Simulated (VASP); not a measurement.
# Au in VASP: single point with PBE

Aim: the single point of Au with PBE.

All numbers are computed with VASP 6.6.1; they aren't measurements. Logs are shortened: lines on timing, memory, paths and dates and some standing lists are left out, and cuts for length are marked.

## (1) The cell of the first run

The cell holds a slab with vacuum, 6 atoms: a = 2.940 Å, b = 4.158 Å, c = 23.350 Å, α = 90.00°, β = 90.00°, γ = 90.00°.

## (2) Single point, PBE

Input file INCAR:

```
SYSTEM = Au
PREC = Accurate ; ENCUT = 520
EDIFF = 1E-6 ; ISMEAR = -1
SIGMA = 0.05 ; LREAL = .FALSE.
LASPH = .TRUE. ; NELM = 60
ALGO = Normal ; ISIF = 2
LWAVE = .FALSE. ; LCHARG = .FALSE.
LDIPOL = .TRUE. ; IDIPOL = 3
DIPOL = 0.5 0.5 0.500 ; GGA = PE
NBANDS = 42
```

Input file KPOINTS:

```
regular mesh
0
G
  12 9 1
  0 0 0
```

Input file POSCAR:

```
Au
1.0
    2.9400990585      0.0000000000      0.0000000000
    0.0000000000      4.1579279633      0.0000000000
    0.0000000000      0.0000000000     23.3502000000
Au
6
Direct
    0.2500000000      0.2500000000      0.3426084649
    0.7500000000      0.7500000000      0.4055650789
    0.2500000000      0.2500000000      0.4685216930
    0.7500000000      0.7500000000      0.5314783070
    0.2500000000      0.2500000000      0.5944349211
    0.7500000000      0.7500000000      0.6573915351
```

Potentials or basis: VASP PAW PBE potentials, release 64 (Au).

Launch:

```console
$ cat potpaw_PBE.64/Au/POTCAR > POTCAR
$ mpirun -np 1 vasp_std > vasp.out
```

OUTCAR:

```text
SYSTEM = Au
   PREC = Accurate
   ENCUT = 520
   EDIFF = 1E-6
   ISMEAR = -1
   LREAL = .FALSE.
   LASPH = .TRUE.
   NELM = 60
   ISIF = 2
   GGA = PE

 ion  position               nearest neighbor table
   1  0.250  0.250  0.343-   2 2.94   2 2.94   2 2.94   2 2.94   3 2.94
   2  0.750  0.750  0.406-   1 2.94   1 2.94   1 2.94   1 2.94   4 2.94   3 2.94   3 2.94   3 2.94
                             3 2.94
   3  0.250  0.250  0.469-   4 2.94   4 2.94   4 2.94   4 2.94   1 2.94   5 2.94   2 2.94   2 2.94
                             2 2.94   2 2.94
   4  0.750  0.750  0.531-   3 2.94   3 2.94   3 2.94   3 2.94   6 2.94   2 2.94   5 2.94   5 2.94
                             5 2.94   5 2.94
   5  0.250  0.250  0.594-   6 2.94   6 2.94   6 2.94   6 2.94   3 2.94   4 2.94   4 2.94   4 2.94
                             4 2.94
   6  0.750  0.750  0.657-   5 2.94   5 2.94   5 2.94   5 2.94   4 2.94

  LATTYP: Found a simple orthorhombic cell.
 ALAT       =     2.9400990585
 B/A-ratio  =     1.4142135624
 C/A-ratio  =     7.9419773060

  Lattice vectors:

 A1 = (   2.9400990585,   0.0000000000,   0.0000000000)
 A2 = (   0.0000000000,   4.1579279633,   0.0000000000)
 A3 = (   0.0000000000,   0.0000000000,  23.3502000000)

Analysis of symmetry for initial positions (statically):
=====================================================================
 Subroutine PRICEL returns:
 Original cell was already a primitive cell.

 Routine SETGRP: Setting up the symmetry group for a
 simple orthorhombic supercell.

 Subroutine GETGRP returns: Found  8 space group operations
 (whereof  2 operations were pure point group operations)
 out of a pool of  8 trial point group operations.

The static configuration has the point symmetry S_2 .
 The point group associated with its full space group is D_2h.

Analysis of symmetry for dynamics (positions and initial velocities):
=====================================================================
 Subroutine PRICEL returns:
 Original cell was already a primitive cell.

 Routine SETGRP: Setting up the symmetry group for a
 simple orthorhombic supercell.

 Subroutine GETGRP returns: Found  8 space group operations
 (whereof  2 operations were pure point group operations)
 out of a pool of  8 trial point group operations.

The dynamic configuration has the point symmetry S_2 .
 The point group associated with its full space group is D_2h.

 Subroutine INISYM returns: Found  8 space group operations
 (whereof  2 operations are pure point group operations),
 and found     1 'primitive' translations

----------------------------------------------------------------------------------------

                                     Primitive cell

  volume of cell :     285.4497

  direct lattice vectors                    reciprocal lattice vectors
     2.940099058  0.000000000  0.000000000     0.340124594  0.000000000  0.000000000
     0.000000000  4.157927963  0.000000000     0.000000000  0.240504407  0.000000000
     0.000000000  0.000000000 23.350200000     0.000000000  0.000000000  0.042826186

  length of vectors
     2.940099058  4.157927963 23.350200000     0.340124594  0.240504407  0.042826186

  position of ions in fractional coordinates (direct lattice)
     0.250000000  0.250000000  0.342608465
     0.750000000  0.750000000  0.405565079
     0.250000000  0.250000000  0.468521693
     0.750000000  0.750000000  0.531478307
     0.250000000  0.250000000  0.594434921
     0.750000000  0.750000000  0.657391535

  ion indices of the primitive-cell ions
   primitive index   ion index
                 1           1
                 2           2
                 3           3
                 4           4
                 5           5
                 6           6

----------------------------------------------------------------------------------------

 KPOINTS: regular mesh

Automatic generation of k-mesh.
 Grid dimensions read from file:
 generate k-points for:   12    9    1

 Generating k-lattice:

  Cartesian coordinates                     Fractional coordinates (reciprocal lattice)
     0.028343716  0.000000000  0.000000000     0.083333333  0.000000000  0.000000000
     0.000000000  0.026722712  0.000000000     0.000000000  0.111111111  0.000000000
     0.000000000  0.000000000  0.042826186     0.000000000  0.000000000  1.000000000

  Length of vectors
     0.028343716  0.026722712  0.042826186

  Shift w.r.t. Gamma in fractional coordinates (k-lattice)
     0.000000000  0.000000000  0.000000000

 Subroutine IBZKPT returns following result:
 ===========================================

 Found     35 irreducible k-points:

 Following reciprocal coordinates:
            Coordinates               Weight
  0.000000  0.000000  0.000000      1.000000
  0.083333  0.000000  0.000000      2.000000
  0.166667  0.000000  0.000000      2.000000
  0.250000  0.000000  0.000000      2.000000
  0.333333  0.000000  0.000000      2.000000
  0.416667  0.000000  0.000000      2.000000
[... 16 lines left out ...]
  0.083333  0.333333  0.000000      4.000000
  0.166667  0.333333  0.000000      4.000000
 [... further k-points ...]
   k-points           NKPTS =     35   k-points in BZ     NKDIM =     35   number of bands    NBANDS=     42
   number of dos      NEDOS =    301   number of ions     NIONS =      6
   total plane-waves  NPLWV = 138240
   dimension x,y,z NGX =    24 NGY =   32 NGZ =  180
   dimension x,y,z NGXF=    48 NGYF=   64 NGZF=  360
   ions per type =               6
   NGX,Y,Z   is equivalent  to a cutoff of  13.57, 12.79, 12.82 a.u.
   NGXF,Y,Z  is equivalent  to a cutoff of  27.14, 25.59, 25.63 a.u.
 SYSTEM =  Au
   PREC   = accura    normal or accurate (medium, high low for compatibility)
   ISTART =      0    job   : 0-new  1-cont  2-samecut
   ICHARG =      2    charge: 1-file 2-atom 10-const
   ISPIN  =      1    spin polarized calculation?
   LNONCOLLINEAR =      F non collinear calculations
   LSORBIT =      F    spin-orbit coupling
   LASPH  =      T    aspherical Exc in radial PAW
   ENCUT  =  520.0 eV  38.22 Ry    6.18 a.u.   5.47  7.73 43.42*2*pi/ulx,y,z
   NELM   =     60;   NELMIN=  2; NELMDL= -5     # of ELM steps
   EDIFF  = 0.1E-05   stopping-criterion for ELM
   LREAL  =      F    real-space projection
   EDIFFG = 0.1E-04   stopping-criterion for IOM
   NSW    =      0    number of steps for IOM
   IBRION =     -1    ionic relax: 0-MD 1-quasi-New 2-CG
   NFREE  =      0    steps in history (QN), initial steepest desc. (CG)
   ISIF   =      2    stress and relaxation
   ISYM   =      2    0-nonsym 1-usesym 2-fastsym
   POTIM  = 0.5000    time-step for ionic-motion
   TEBEG  =    0.0;   TEEND  =   0.0 temperature during run
   PSTRESS=    0.0 pullay stress
   NELECT =      66.0000    total number of electrons
   NUPDOWN=      -1.0000    fix difference up-down
   EMIN   =  10.00;   EMAX   =-10.00  energy-range for DOS
   EFERMI =   0.00;   METHOD = LEGACY
   ISMEAR =    -1;   SIGMA  =   0.05  broadening in eV -4-tet -1-fermi 0-gaus
   EFERMI_NEDOS =   21; number of points for ismear=-14 and -15
   IALGO  =     38    algorithm
   IMIX   =      4    mixing-type and parameters
     AMIX     =   0.40;   BMIX     =  1.00
     AMIX_MAG =   1.60;   BMIX_MAG =  1.00
  volume/ion in A,a.u.               =      47.57       321.05
  Fermi-wavevector in a.u.,A,eV,Ry     =   1.004800  1.898797 13.736756  1.009623
  Thomas-Fermi vector in A             =   2.137439
   LORBIT       =      0    0 simple, 1 ext, 2 COOP (PROOUT), +10 PAW based schemes
   GGA     = PE    functional components
   LHFCALC =     F    Hartree Fock is set to
   AEXX    =    0.0000 exact exchange contribution
   IVDW    =     0    specifies the selected vdW correction
   LEPSILON=     F    determine dielectric tensor
   LRPA    =     F    only Hartree local field effects (RPA)
 non-spin polarized calculation
  energy-cutoff  :      520.00
  volume of cell :      285.45
 maximum number of plane-waves:      7787
 NGX is ok and might be reduce to    24
   NGX = 11   NGY = 15   NGZ = 87

 dipolmoment           0.000000      0.000000      0.000000 electrons x Angstroem

 number of electron      65.9999992 magnetization

 dipolmoment           0.000000      0.000000     -0.000000 electrons x Angstroem

 Free energy of the ion-electron system (eV)
  ---------------------------------------------------
  ext. energy  EPLUGINS =         0.00000000
  ---------------------------------------------------
  free energy    TOTEN  =       -17.84176172 eV

  energy without entropy =      -17.82325043  energy(sigma->0) =      -17.83250608

 E-fermi :   0.1191     XC(G=0):  -5.4759

 val. band max:        0.0620908312   @ k =   0.3333   0.4444   0.0000
 cond. band min:       0.1376551341   @ k =   0.0000   0.2222   0.0000
 fundamental gap:      0.0755643028
 Fermi energy:         0.1191256140

 k-point     1 :       0.0000    0.0000    0.0000
  band No.  band energies     occupation
      1      -8.6188      2.00000
      2      -7.2239      2.00000
      3      -6.1418      2.00000
      4      -5.7853      2.00000
      5      -5.7678      2.00000
      6      -5.5304      2.00000
[... 34 lines left out ...]
     41       5.7007      0.00000
     42       6.3466      0.00000

 k-point     2 :       0.0833    0.0000    0.0000
  band No.  band energies     occupation
      1      -8.4666      2.00000
      2      -7.0853      2.00000
      3      -6.0230      2.00000
      4      -5.7230      2.00000
      5      -5.6394      2.00000
      6      -5.4311      2.00000
[... 34 lines left out ...]
     41       5.8021      0.00000
     42       6.3810      0.00000

 k-point     3 :       0.1667    0.0000    0.0000
  band No.  band energies     occupation
      1      -8.0288      2.00000
      2      -6.7188      2.00000
      3      -5.7548      2.00000
      4      -5.5088      2.00000
      5      -5.5017      2.00000
      6      -5.0865      2.00000
[... 34 lines left out ...]
     41       6.0532      0.00000
     42       6.5440      0.00000

 k-point     4 :       0.2500    0.0000    0.0000
  band No.  band energies     occupation
      1      -7.3674      2.00000
      2      -6.3040      2.00000
      3      -5.6347      2.00000
      4      -5.5430      2.00000
      5      -5.3557      2.00000
      6      -5.3405      2.00000
[... 844 lines left out ...]
     41       5.9521      0.00000
     42       6.5348      0.00000

 k-point    23 :       0.0833    0.3333    0.0000
  band No.  band energies     occupation
      1      -7.4001      2.00000
      2      -6.5896      2.00000
      3      -6.1554      2.00000
      4      -5.8582      2.00000
      5      -5.5696      2.00000
      6      -5.3291      2.00000
[... 34 lines left out ...]
     41       6.0719      0.00000
     42       6.6584      0.00000

 k-point    24 :       0.1667    0.3333    0.0000
  band No.  band energies     occupation
      1      -7.0398      2.00000
      2      -6.2020      2.00000
      3      -5.8371      2.00000
      4      -5.4604      2.00000
      5      -5.3946      2.00000
      6      -5.0510      2.00000
[... 34 lines left out ...]
     41       6.4323      0.00000
     42       7.0190      0.00000

 [... further k-points ...]

------------------------ aborting loop because EDIFF is reached ----------------------------------------

 vacuum level on the upper side and lower side of the slab       (xc-potential included)        -0.057        -0.057

  FORCE on cell =-STRESS in cart. coord.  units (eV):
  Direction    XX          YY          ZZ          XY          YZ          ZX
  --------------------------------------------------------------------------------------
  -------------------------------------------------------------------------------------
  Total       -4.5484777     -2.8621609     -0.9705003     -0.0000000      0.0000000      0.0000000
  in kB      -25.5297828    -16.0647918     -5.4472429     -0.0000000      0.0000000      0.0000000
  external PRESSURE =     -15.6806059 kB  Pullay stress =       0.0000000 kB

 VOLUME and BASIS-vectors are now :
 -----------------------------------------------------------------------------
  energy-cutoff  :      520.00
  volume of cell :      285.45
      direct lattice vectors                 reciprocal lattice vectors
     2.940099058  0.000000000  0.000000000     0.340124594  0.000000000  0.000000000
     0.000000000  4.157927963  0.000000000     0.000000000  0.240504407  0.000000000
     0.000000000  0.000000000 23.350200000     0.000000000  0.000000000  0.042826186

 POSITION                                       TOTAL-FORCE (eV/Angst)
 -----------------------------------------------------------------------------------
      0.73502      1.03948      7.99998        -0.000000      0.000000      0.385822
      2.20507      3.11845      9.47003         0.000000      0.000000     -0.472380
      0.73502      1.03948     10.94008         0.000000      0.000000      0.095023
      2.20507      3.11845     12.41012         0.000000     -0.000000     -0.095023
      0.73502      1.03948     13.88017         0.000000      0.000000      0.472380
      2.20507      3.11845     15.35022         0.000000      0.000000     -0.385822
 -----------------------------------------------------------------------------------
    total drift:                                0.000000      0.000000     -0.000000

  FREE ENERGIE OF THE ION-ELECTRON SYSTEM (eV)
  ---------------------------------------------------
  free  energy   TOTEN  =       -17.8417617182 eV

  energy  without entropy=      -17.8232504334  energy(sigma->0) =      -17.83250608

 vacuum level on the upper side and lower side of the slab         5.087         5.087
```

It took 17 min on 1 thread of Intel Xeon 8259CL, shared host; peak memory 0.55 GiB.

Results:

| Item | Value |
| --- | --- |
| Free energy | -17.8418 eV |
| Largest force | 0.472 eV/Å |
| Band gap on the k mesh | zero (bands 33 and 34 overlap by 3.96 eV) |

Forces on the atoms (eV/Å):
```
Au   0.000  0.000  0.386
Au   0.000  0.000 -0.472
Au   0.000  0.000  0.095
Au   0.000  0.000 -0.095
Au   0.000  0.000  0.472
Au   0.000  0.000 -0.386
```

Levels at points of the mesh, in eV from the Fermi level:
| k point | band 29 | band 30 | band 31 | band 32 | band 33 | band 34 | band 35 | band 36 | band 37 | band 38 |
| --- | --- | --- | --- | --- | --- | --- | --- | --- | --- | --- |
| (0.00, 0.00, 0.00) | -1.97 | -1.97 | -1.81 | -1.79 | -1.62 | -0.49 | 1.58 | 2.28 | 3.73 | 4.60 |
| (0.50, 0.00, 0.00) | -1.70 | -1.70 | -0.11 | -0.11 | 0.45 | 0.45 | 1.44 | 1.44 | 3.79 | 3.79 |

Caveat: spin-orbit coupling is left out, which moves the levels of the heavy elements.

The gap in the log of VASP goes by the Fermi energy; the results here count the filled bands.